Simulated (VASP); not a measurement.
# SiNi3 (Amm2) in VASP: further runs

Runs on SiNi3. Level: PBEsol. Tasks: single point.

Program: VASP 6.6.1. These are calculated values, not measurements. Logs are shortened: lines on timing, memory, paths and dates and some standing lists are left out, and cuts for length are marked.

## 1. The cell of the first run

Symmetry: Amm2, No. 38, orthorhombic system. The conventional cell has a = 3.461 Å, b = 4.895 Å, c = 4.895 Å, α = 90.00°, β = 90.00°, γ = 90.00°. Si (site symmetry mm2) has 12 Ni at 2.35 to 2.55 Å within 3.1 Å. Ni (site symmetry mm2) has 4 Si at 2.35 to 2.55 Å and 8 Ni at 2.45 Å within 3.1 Å. Ni (site symmetry m) has 4 Si at 2.40 to 2.50 Å and 8 Ni at 2.45 Å within 3.2 Å.

## 2. Single point, PBEsol (atom 1 (Si) moved -0.100 Å towards its neighbour atom 2 (Ni) at 2.447 Å)

Input file INCAR:

```
SYSTEM = SiNi3
  ALGO = Fast
  EDIFF = 1E-6
  ENCUT = 520
  GGA = PS
  ISIF = 2
  ISMEAR = 0
  LASPH = .TRUE.
  LCHARG = .TRUE.
  LELF = .TRUE.
  LREAL = .FALSE.
  LVHAR = .TRUE.
  LWAVE = .FALSE.
  NBANDS = 25
  NELM = 80
  PREC = Accurate
  SIGMA = 0.15
```

Input file KPOINTS:

```
k-points
0
G
  14 14 14
  0 0 0
```

Input file POSCAR:

```
SiNi3
1.0
    3.4612457436      0.0000000000      0.0000000000
    0.0000000000      3.4612457436      0.0000000000
    0.0000000000      0.0000000000      3.4612457436
Si Ni
1 3
Direct
    0.0000000000      0.0204292568      0.0204292568
    0.0000000000      0.5000000000      0.5000000000
    0.5000000000      0.0000000000      0.5000000000
    0.5000000000      0.5000000000      0.0000000000
```

Potentials or basis: VASP PAW PBE potentials, release 64 (Si, Ni).

The run is started by

```sh
cat potpaw_PBE.64/Si/POTCAR potpaw_PBE.64/Ni/POTCAR > POTCAR
mpirun -np 1 vasp_std > vasp.out
```

OUTCAR:

```text
SYSTEM = SiNi3
   EDIFF = 1E-6
   ENCUT = 520
   GGA = PS
   ISIF = 2
   ISMEAR = 0
   LASPH = .TRUE.
   LREAL = .FALSE.
   NELM = 80
   PREC = Accurate

 ion  position               nearest neighbor table
   1  0.000  0.020  0.020-   2 2.35   3 2.40   3 2.40   4 2.40   4 2.40   2 2.45   2 2.45   3 2.50
                             3 2.50   4 2.50   4 2.50   2 2.55
   2  0.000  0.500  0.500-   1 2.35   3 2.45   4 2.45   4 2.45   3 2.45   3 2.45   4 2.45   4 2.45
                             3 2.45   1 2.45   1 2.45   1 2.55
   3  0.500  0.000  0.500-   1 2.40   1 2.40   4 2.45   4 2.45   2 2.45   4 2.45   4 2.45   2 2.45
                             2 2.45   2 2.45   1 2.50   1 2.50
   4  0.500  0.500  0.000-   1 2.40   1 2.40   3 2.45   2 2.45   3 2.45   3 2.45   3 2.45   2 2.45
                             2 2.45   2 2.45   1 2.50   1 2.50

  LATTYP: Found a simple cubic cell.
 ALAT       =     3.4612457436

  Lattice vectors:

 A1 = (   3.4612457436,   0.0000000000,   0.0000000000)
 A2 = (   0.0000000000,   3.4612457436,   0.0000000000)
 A3 = (   0.0000000000,   0.0000000000,   3.4612457436)

Analysis of symmetry for initial positions (statically):
=====================================================================
 Subroutine PRICEL returns:
 Original cell was already a primitive cell.

 Routine SETGRP: Setting up the symmetry group for a
 simple cubic supercell.

 Subroutine GETGRP returns: Found  4 space group operations
 (whereof  4 operations were pure point group operations)
 out of a pool of 48 trial point group operations.

The static configuration has the point symmetry C_2v.

Analysis of symmetry for dynamics (positions and initial velocities):
=====================================================================
 Subroutine PRICEL returns:
 Original cell was already a primitive cell.

 Routine SETGRP: Setting up the symmetry group for a
 simple cubic supercell.

 Subroutine GETGRP returns: Found  4 space group operations
 (whereof  4 operations were pure point group operations)
 out of a pool of 48 trial point group operations.

The dynamic configuration has the point symmetry C_2v.

 Subroutine INISYM returns: Found  4 space group operations
 (whereof  4 operations are pure point group operations),
 and found     1 'primitive' translations

----------------------------------------------------------------------------------------

                                     Primitive cell

  volume of cell :      41.4665

  direct lattice vectors                    reciprocal lattice vectors
     3.461245744  0.000000000  0.000000000     0.288913320  0.000000000  0.000000000
     0.000000000  3.461245744  0.000000000     0.000000000  0.288913320  0.000000000
     0.000000000  0.000000000  3.461245744     0.000000000  0.000000000  0.288913320

  length of vectors
     3.461245744  3.461245744  3.461245744     0.288913320  0.288913320  0.288913320

  position of ions in fractional coordinates (direct lattice)
     0.000000000  0.020429257  0.020429257
     0.000000000  0.500000000  0.500000000
     0.500000000  0.000000000  0.500000000
     0.500000000  0.500000000  0.000000000

  ion indices of the primitive-cell ions
   primitive index   ion index
                 1           1
                 2           2
                 3           3
                 4           4

----------------------------------------------------------------------------------------

 KPOINTS: k-points

Automatic generation of k-mesh.
 Grid dimensions read from file:
 generate k-points for:   14   14   14

 Generating k-lattice:

  Cartesian coordinates                     Fractional coordinates (reciprocal lattice)
     0.020636666  0.000000000  0.000000000     0.071428571  0.000000000  0.000000000
     0.000000000  0.020636666  0.000000000     0.000000000  0.071428571  0.000000000
     0.000000000  0.000000000  0.020636666     0.000000000  0.000000000  0.071428571

  Length of vectors
     0.020636666  0.020636666  0.020636666

  Shift w.r.t. Gamma in fractional coordinates (k-lattice)
     0.000000000  0.000000000  0.000000000

 Subroutine IBZKPT returns following result:
 ===========================================

 Found    456 irreducible k-points:

 Following reciprocal coordinates:
            Coordinates               Weight
  0.000000  0.000000  0.000000      1.000000
  0.071429  0.000000  0.000000      2.000000
  0.000000  0.071429  0.000000      4.000000
  0.142857  0.000000  0.000000      2.000000
  0.000000  0.142857  0.000000      4.000000
  0.214286  0.000000  0.000000      2.000000
[... 16 lines left out ...]
  0.214286  0.071429  0.000000      8.000000
  0.000000  0.214286  0.071429      4.000000
 [... further k-points ...]
   k-points           NKPTS =    456   k-points in BZ     NKDIM =    456   number of bands    NBANDS=     25
   number of dos      NEDOS =    301   number of ions     NIONS =      4
   total plane-waves  NPLWV =  21952
   dimension x,y,z NGX =    28 NGY =   28 NGZ =   28
   dimension x,y,z NGXF=    56 NGYF=   56 NGZF=   56
   ions per type =               1   3
   NGX,Y,Z   is equivalent  to a cutoff of  13.45, 13.45, 13.45 a.u.
   NGXF,Y,Z  is equivalent  to a cutoff of  26.90, 26.90, 26.90 a.u.
 SYSTEM =  SiNi3
   PREC   = accura    normal or accurate (medium, high low for compatibility)
   ISTART =      0    job   : 0-new  1-cont  2-samecut
   ICHARG =      2    charge: 1-file 2-atom 10-const
   ISPIN  =      1    spin polarized calculation?
   LNONCOLLINEAR =      F non collinear calculations
   LSORBIT =      F    spin-orbit coupling
   LASPH  =      T    aspherical Exc in radial PAW
   ENCUT  =  520.0 eV  38.22 Ry    6.18 a.u.   6.44  6.44  6.44*2*pi/ulx,y,z
   NELM   =     80;   NELMIN=  2; NELMDL= -5     # of ELM steps
   EDIFF  = 0.1E-05   stopping-criterion for ELM
   LREAL  =      F    real-space projection
   EDIFFG = 0.1E-04   stopping-criterion for IOM
   NSW    =      0    number of steps for IOM
   IBRION =     -1    ionic relax: 0-MD 1-quasi-New 2-CG
   NFREE  =      0    steps in history (QN), initial steepest desc. (CG)
   ISIF   =      2    stress and relaxation
   ISYM   =      2    0-nonsym 1-usesym 2-fastsym
   POTIM  = 0.5000    time-step for ionic-motion
   TEBEG  =    0.0;   TEEND  =   0.0 temperature during run
   PSTRESS=    0.0 pullay stress
   NELECT =      34.0000    total number of electrons
   NUPDOWN=      -1.0000    fix difference up-down
   EMIN   =  10.00;   EMAX   =-10.00  energy-range for DOS
   EFERMI =   0.00;   METHOD = LEGACY
   ISMEAR =     0;   SIGMA  =   0.15  broadening in eV -4-tet -1-fermi 0-gaus
   EFERMI_NEDOS =   21; number of points for ismear=-14 and -15
   IALGO  =     68    algorithm
   IMIX   =      4    mixing-type and parameters
     AMIX     =   0.40;   BMIX     =  1.00
     AMIX_MAG =   1.60;   BMIX_MAG =  1.00
  volume/ion in A,a.u.               =      10.37        69.96
  Fermi-wavevector in a.u.,A,eV,Ry     =   1.532270  2.895571 31.944467  2.347852
  Thomas-Fermi vector in A             =   2.639499
   LORBIT       =      0    0 simple, 1 ext, 2 COOP (PROOUT), +10 PAW based schemes
   GGA     = PS    functional components
   LHFCALC =     F    Hartree Fock is set to
   AEXX    =    0.0000 exact exchange contribution
   IVDW    =     0    specifies the selected vdW correction
   LEPSILON=     F    determine dielectric tensor
   LRPA    =     F    only Hartree local field effects (RPA)
 non-spin polarized calculation
 RMM-DIIS sequential band-by-band and
 Gauss-broadening in eV      SIGMA  =   0.15
  energy-cutoff  :      520.00
  volume of cell :       41.47
 maximum number of plane-waves:      1141
 NGX is ok and might be reduce to    28
   NGX = 13   NGY = 13   NGZ = 13

 number of electron      33.9999971 magnetization

 Free energy of the ion-electron system (eV)
  ---------------------------------------------------
  ext. energy  EPLUGINS =         0.00000000
  ---------------------------------------------------
  free energy    TOTEN  =       -26.27201507 eV

  energy without entropy =      -26.25168096  energy(sigma->0) =      -26.26184801

 E-fermi :  11.1063     XC(G=0): -13.4525

 val. band max:       11.1053179097   @ k =  -0.4286  -0.4286   0.3571
 cond. band min:      11.1193781593   @ k =   0.0000   0.0000   0.0000
 fundamental gap:      0.0140602497
 Fermi energy:        11.1063476093

 k-point     1 :       0.0000    0.0000    0.0000
  band No.  band energies     occupation
      1      -1.1449      2.00000
      2       5.9562      2.00000
      3       6.7557      2.00000
      4       6.7814      2.00000
      5       7.3058      2.00000
      6       7.3164      2.00000
[... 17 lines left out ...]
     24      21.9598      0.00000
     25      21.9938      0.00000

 k-point     2 :       0.0714    0.0000    0.0000
  band No.  band energies     occupation
      1      -1.0830      2.00000
      2       5.9723      2.00000
      3       6.6943      2.00000
      4       6.7997      2.00000
      5       7.2997      2.00000
      6       7.3325      2.00000
[... 17 lines left out ...]
     24      21.7637      0.00000
     25      21.8451      0.00000

 k-point     3 :       0.0000    0.0714    0.0000
  band No.  band energies     occupation
      1      -1.0830      2.00000
      2       5.9728      2.00000
      3       6.6759      2.00000
      4       6.8202      2.00000
      5       7.3057      2.00000
      6       7.3153      2.00000
[... 17 lines left out ...]
     24      21.7513      0.00000
     25      21.8475      0.00000

 k-point     4 :       0.1429    0.0000    0.0000
  band No.  band energies     occupation
      1      -0.8990      2.00000
      2       5.9483      2.00000
      3       6.4859      2.00000
      4       6.9270      2.00000
      5       7.2924      2.00000
      6       7.3231      2.00000
[... 17 lines left out ...]
     24      21.1116      0.00000
     25      21.4404      0.00000
[... 477 lines left out ...]
 k-point    22 :       0.0000   -0.1429    0.0714
  band No.  band energies     occupation
      1      -0.8382      2.00000
      2       5.9782      2.00000
      3       6.4651      2.00000
      4       6.8927      2.00000
      5       7.2796      2.00000
      6       7.3166      2.00000
[... 17 lines left out ...]
     24      21.0866      0.00000
     25      22.0408      0.00000

 k-point    23 :       0.2143    0.0714    0.0000
  band No.  band energies     occupation
      1      -0.5390      2.00000
      2       5.6072      2.00000
      3       6.4490      2.00000
      4       7.0187      2.00000
      5       7.2625      2.00000
      6       7.3299      2.00000
[... 17 lines left out ...]
     24      20.1687      0.00000
     25      21.7474      0.00000

 k-point    24 :       0.0000    0.2143    0.0714
  band No.  band energies     occupation
      1      -0.5392      2.00000
      2       5.6078      2.00000
      3       6.4396      2.00000
      4       7.0393      2.00000
      5       7.2355      2.00000
      6       7.3280      2.00000
[... 17 lines left out ...]
     24      20.1282      0.00000
     25      21.7829      0.00000

 [... further k-points ...]
[... 5 lines left out ...]
  --------------------------------------------------------------------------------------
  -------------------------------------------------------------------------------------
  Total        0.1079555      0.1385103      0.1385103     -0.0000000      0.1237828      0.0000000
  in kB        4.1711731      5.3517430      5.3517430     -0.0000000      4.7827033      0.0000000
  external PRESSURE =       4.9582197 kB  Pullay stress =       0.0000000 kB

 VOLUME and BASIS-vectors are now :
 -----------------------------------------------------------------------------
  energy-cutoff  :      520.00
  volume of cell :       41.47
      direct lattice vectors                 reciprocal lattice vectors
     3.461245744  0.000000000  0.000000000     0.288913320  0.000000000  0.000000000
     0.000000000  3.461245744  0.000000000     0.000000000  0.288913320  0.000000000
     0.000000000  0.000000000  3.461245744     0.000000000  0.000000000  0.288913320

 POSITION                                       TOTAL-FORCE (eV/Angst)
 -----------------------------------------------------------------------------------
      0.00000      0.07071      0.07071         0.000000     -0.446745     -0.446745
      0.00000      1.73062      1.73062         0.000000      0.249262      0.249262
      1.73062      0.00000      1.73062         0.000000     -0.037051      0.234534
      1.73062      1.73062      0.00000         0.000000      0.234534     -0.037051
 -----------------------------------------------------------------------------------
    total drift:                                0.000000     -0.000309     -0.000309

  FREE ENERGIE OF THE ION-ELECTRON SYSTEM (eV)
  ---------------------------------------------------
  free  energy   TOTEN  =       -26.2720150680 eV

  energy  without entropy=      -26.2516809595  energy(sigma->0) =      -26.26184801
```

It took 3.6 min on 1 thread of Intel Xeon 6975P-C (Granite Rapids), shared host; peak memory 0.47 GiB.

What came out:

```yaml
Free_energy: -26.2720 eV
Pressure: 0.5 GPa
Largest_force: 0.632 eV/Å
Band_gap_on_the_k_mesh: zero (bands 17 and 18 overlap by 0.25 eV)
```

Forces in eV/Å, atoms in the order of the input:
```
Si   0.000 -0.447 -0.447
Ni   0.000  0.249  0.249
Ni   0.000 -0.037  0.235
Ni   0.000  0.235 -0.037
```

Caveat: the cell differs from its parent crystal (atom 1 (Si) moved -0.100 Å towards its neighbour atom 2 (Ni) at 2.447 Å); the PAW data sets were made with another functional, which shifts forces and pressure a little.

(Part 1 of 2 ends here.)
